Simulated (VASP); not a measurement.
Wanted: the native input for a VASP 6.6.1 run.

```
Task                   : single point
Functional             : r2SCAN
Potentials or basis    : VASP PAW PBE potentials, release 64 (Ba_sv, Ti_sv, O)
Cutoff                 : 520 eV
k mesh                 : 6 × 6 × 6
Occupations            : gaussian, width 0.01 eV
Spin                   : no spin polarisation
Dipole correction      : no
Further INCAR settings : ALGO = Normal; EDIFF = 1e-06; NBANDS = 28
```

Crystal: BaTiO3.

```
Ba Ti O
1.0
     3.97237    0.00000    0.00000
     0.00000    3.97237    0.00000
     0.00000    0.00000    4.11223
Ba Ti O
1 1 3
Direct
  0.00000 0.00000 0.99564
  0.50000 0.50000 0.47753
  0.50000 0.50000 0.03455
  0.50000 0.00000 0.51764
  0.00000 0.50000 0.51764
```

One way to write it, as run:

POSCAR

```
BaTiO3
1.0
    3.9723651325      0.0000000000      0.0000000000
    0.0000000000      3.9723651325      0.0000000000
    0.0000000000      0.0000000000      4.1122286721
Ba Ti O
1 1 3
Direct
    0.0000000000      0.0000000000     -0.0043576223
    0.5000000000      0.5000000000      0.4775257951
    0.5000000000      0.5000000000      0.0345450507
    0.5000000000      0.0000000000      0.5176433883
    0.0000000000      0.5000000000      0.5176433883
```

INCAR.step1

```
PREC = Accurate ; ENCUT = 520
ISMEAR = 0 ; SIGMA = 0.01
LREAL = F ; LASPH = T
NELM = 80 ; NBANDS = 28
GGA = PE ; ALGO = Normal
EDIFF = 1E-4 ; LWAVE = T
LCHARG = F
```

INCAR.step2

```
PREC = Accurate ; ENCUT = 520
EDIFF = 1E-6 ; ISMEAR = 0
SIGMA = 0.01 ; LREAL = F
LASPH = T ; NELM = 80
ALGO = Normal ; ISIF = 2
LWAVE = F ; LCHARG = F
METAGGA = R2SCAN ; LMIXTAU = T
NBANDS = 28 ; ISTART = 1
```

KPOINTS

```
regular mesh
0
Gamma
  6 6 6
```

Potentials or basis: VASP PAW PBE potentials, release 64 (Ba_sv, Ti_sv, O).

The run is started by

```bash
$ cat potpaw_PBE.64/Ba_sv/POTCAR potpaw_PBE.64/Ti_sv/POTCAR potpaw_PBE.64/O/POTCAR > POTCAR
$ cp INCAR.step1 INCAR
$ mpirun -np 1 vasp_std > vasp.out
$ cp INCAR.step2 INCAR
$ mpirun -np 1 vasp_std > vasp.out
```

It gave:

| Quantity | Value |
| --- | --- |
| Pressure | 1.9 GPa |
| Largest force | 0.165 eV/Å |
| Band gap on the k mesh | 2.21 eV, indirect (least direct gap 2.71 eV) |

Caveat: the PAW data sets were made with another functional, which shifts forces and pressure a little; spin-orbit coupling is left out, which moves the levels of the heavy elements.

Wall time 2.1 min on 1 thread of Intel(R) Xeon(R) 6975P-C (Granite Rapids), on a shared host, peak memory 0.22 GiB.
